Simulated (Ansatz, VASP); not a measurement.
**WS2: VASP beside Ansatz**

```
W S
1.0
     1.59978    0.92363    6.24444
    -1.59978    0.92363    6.24444
     0.00000   -1.84727    6.24444
W S
1 2
Direct
  0.00000 0.00000 0.00000
  0.58100 0.58100 0.58100
  0.75030 0.75030 0.75030
```

Change from the starting cell: volume scaled by 1.04.

Alike in both runs: task single point; functional pbe exchange, lda correlation; k mesh 10 × 10 × 10; occupations gaussian, width 0.025 eV; no spin polarisation.

```csv
,VASP,Ansatz
version,VASP 6.6.1,Ansatz 0.2.0
potentials or method,"VASP PAW PBE potentials, release 64 (W_sv, S), cutoff 500 eV","all-electron LAPW, inner shells corrected to Dirac's equation"
```

VASP gave:

- gap on the k mesh at the Fermi level (eV): 1.17
- least direct gap on the mesh (eV): 2.11
- pressure (GPa): 7.6
- traceless stress, the component that is largest in VASP (GPa): -1.99
- rms of the force components (eV/Å): 0.228

Q: Which values does Ansatz return?

A: gap on the k mesh at the Fermi level (eV): 1.16; least direct gap on the mesh (eV): 2.10; pressure (GPa): 7.9; traceless stress, the component that is largest in VASP (GPa): -1.96; rms of the force components (eV/Å): 0.228.

VASP's potentials were made for PBE, not for pbe exchange, lda correlation. Atom by atom the forces differ by 0.012 eV/Å (rms over components). Ansatz ran all-electron here, and VASP with PAW potentials.

Spin-orbit coupling is off throughout.
